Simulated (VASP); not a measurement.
Runs of VASP 6.6.1 on PtSe2. The structure is that of space group P-3m1 (No. 164), or close to it. The cells are those of the table. 

```tsv
cell	gap on the mesh (eV)	pressure (GPa)	largest force (eV/Å)
a = 3.761, b = 3.761, c = 4.717 Å, angles 90.0, 90.0, 120.0°, 3 atoms	none	3.4	0.39
a = 3.761, b = 3.761, c = 5.155 Å, angles 90.0, 90.0, 120.0°, 3 atoms	none	(a)	0.70
a = 3.761, b = 3.761, c = 4.644 Å, angles 90.0, 90.0, 120.0°, 3 atoms	none	5.2	0.58
a = 3.761, b = 3.761, c = 5.119 Å, angles 90.0, 90.0, 120.0°, 3 atoms	none	-4.7	0.62
a = 3.761, b = 3.761, c = 4.790 Å, angles 90.0, 90.0, 120.0°, 3 atoms	none	(b)	0.20
```

Alike in all rows: task single point; level PBEsol; potentials or basis VASP PAW PBE potentials, release 64 (Pt, Se); no spin polarisation; k mesh 12 × 12 × 10; cutoff (eV) 520; smearing gaussian 0.15 eV.

Problem. Estimate the missing entries.

Solution. (a) -5.3; (b) 1.7.

Caveats: the PAW data sets were made with another functional, which shifts forces and pressure a little; spin-orbit coupling is left out, which moves the levels of the heavy elements; the cell stands under pressure (at least some runs); the cell stands under tension (at least some runs).

A k mesh can miss the band edges, and the runs leave out spin-orbit coupling on Pt, Se.

A gap of «none» marks levels without a gap at the run's occupations.
